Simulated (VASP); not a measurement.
Set up this calculation in VASP 6.6.1, as the native input.

```yaml
Task: single point
Functional: LDA
Potentials_or_basis: VASP PAW LDA potentials, release 64 (Al, O)
Cutoff: 520 eV
k_mesh: 3 × 4 × 1
Occupations: gaussian, width 0.1 eV
Spin: no spin polarisation
Dipole_correction: no
Further_INCAR_settings: LREAL = Auto; ALGO = Normal; EDIFF = 1e-07; NBANDS = 49
```

The structure of Al20O lies in POSCAR:

```
Al20O
1.0
    8.1000000000      0.0000000000      0.0000000000
    0.0000000000      5.7275650000      0.0000000000
    0.0000000000      0.0000000000     16.7275650000
Al O
20 1
Direct
    0.0000000000      0.0000000000      0.0597816000
    0.5000000000      0.0000000000      0.0597816000
    0.0000000000      0.5000000000      0.0597816000
    0.5000000000      0.5000000000      0.0597816000
    0.2500000000      0.2500000000      0.1453823000
    0.7500000000      0.2500000000      0.1453823000
    0.2500000000      0.7500000000      0.1453823000
    0.7500000000      0.7500000000      0.1453823000
    0.0016444273     -0.0011367529      0.2236625943
    0.4985381315     -0.0034119643      0.2230548458
    0.0016438043      0.5011010756      0.2236305366
    0.4985162804      0.5035020778      0.2230692551
    0.2499802710      0.2500167457      0.3064565804
    0.7373970589      0.2499626712      0.3061023271
    0.2440447845      0.7500816299      0.3192661438
    0.7419087743      0.7500688320      0.3084464719
   -0.0128155037      0.0165320801      0.3827386271
    0.4984823747      0.0022448953      0.3846348612
   -0.0127170690      0.4833024831      0.3825293019
    0.4985198306      0.4978062346      0.3846193676
    0.0975687029      0.7498762976      0.4071322965
```

These files were run (other wordings do the same):

INCAR

```
SYSTEM = Al20O
PREC = Accurate
ENCUT = 520
EDIFF = 1E-7
ISMEAR = 0
SIGMA = 0.1
LREAL = Auto
LASPH = .TRUE.
NELM = 60
ALGO = Normal
ISIF = 2
LWAVE = .FALSE.
LCHARG = .FALSE.
GGA = CA
NBANDS = 49
```

KPOINTS

```
regular mesh
0
G
  3 4 1
  0 0 0
```

Potentials or basis: VASP PAW LDA potentials, release 64 (Al, O).

Run with:

```sh
$ cat potpaw_LDA.64/Al/POTCAR potpaw_LDA.64/O/POTCAR > POTCAR
$ mpirun -np 1 vasp_std > vasp.out
```

It gave:

| Quantity | Value |
| --- | --- |
| Largest force | 0.333 eV/Å |
| Band gap on the k mesh | zero (bands 33 and 34 overlap by 0.27 eV) |

Caveat: there is no dipole correction, which matters where the two faces differ.

Wall time 7.2 min on 1 thread of Intel(R) Xeon(R) Platinum 8488C (Sapphire Rapids), on a shared host, peak memory 0.62 GiB.
